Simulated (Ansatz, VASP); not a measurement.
**Two plane-wave programs on Si**

Contents of INCAR:

```
  PREC = Accurate
  ENCUT = 520
  EDIFF = 1E-7
  ISMEAR = 0
  SIGMA = 0.03
  LREAL = F
  LASPH = T
  NELM = 60
  ALGO = Normal
  ISIF = 2
  LWAVE = F
  LCHARG = T
  GGA = CA
  LELF = T
  LVHAR = T
  NBANDS = 16
```

File KPOINTS:

```
Automatic mesh
0
Gamma
  12 12 6
```

The input POSCAR:

```
Si
1.0
    3.6054077684      0.0000000000      0.0000000000
   -1.8027038842      3.1223747185      0.0000000000
    0.0000000000      0.0000000000      7.1510705514
Si
4
Direct
    0.3333333333      0.6666666667      0.0630095000
    0.6666666667      0.3333333333      0.5630095000
    0.3333333333      0.6666666667      0.4369905000
    0.6666666667      0.3333333333      0.9369905000
```

Input for Ansatz:

```yaml
crystal:
  lattice:
    - [3.6054077684, 0.0, 0.0]
    - [-1.8027038842, 3.1223747185, 0.0]
    - [0.0, 0.0, 7.1510705514]
  atoms:
    - { symbol: Si, position: [0.3333333333, 0.6666666667, 0.0630095] }
    - { symbol: Si, position: [0.6666666667, 0.3333333333, 0.5630095] }
    - { symbol: Si, position: [0.3333333333, 0.6666666667, 0.4369905] }
    - { symbol: Si, position: [0.6666666667, 0.3333333333, 0.9369905] }
basis:
  ecutwfc: 420
kpoints:
  mp_grid: { grid: [12, 12, 6] }
hamiltonian:
  xc: lda
scf:
  occupations: { method: gaussian, width: 0.03 }
output:
  forces: true
  stress: true
  eigenvalues: true
```

Alike in both runs: task single point; functional LDA; k mesh 12 × 12 × 6; occupations gaussian, width 0.03 eV; no spin polarisation.

|  | VASP | Ansatz |
| --- | --- | --- |
| version | VASP 6.6.1 | Ansatz 0.2.0 |
| potentials or method | VASP PAW LDA potentials, release 64 (Si), cutoff 520 eV | scalar-relativistic, plane waves, PAW |
| valence electrons in the cell | 16 | 16 |

|  | VASP | Ansatz | Ansatz less VASP |
| --- | --- | --- | --- |
| gap on the k mesh at the Fermi level (eV) | none | none | - |
| pressure (GPa) | 1.5 | 1.5 | -0.06 |
| traceless stress, the component that is largest in VASP (GPa) | -18.97 | -18.82 | +0.153 |
| rms of the force components (eV/Å) | 0.545 | 0.544 | -0.0016 |

LDA's correlation is that of Perdew and Zunger in VASP and of Perdew and Wang (1992) in Ansatz. Atom by atom the forces differ by 0.002 eV/Å (rms over components). A gap of «none» marks a metal or a gap that the smearing closes.
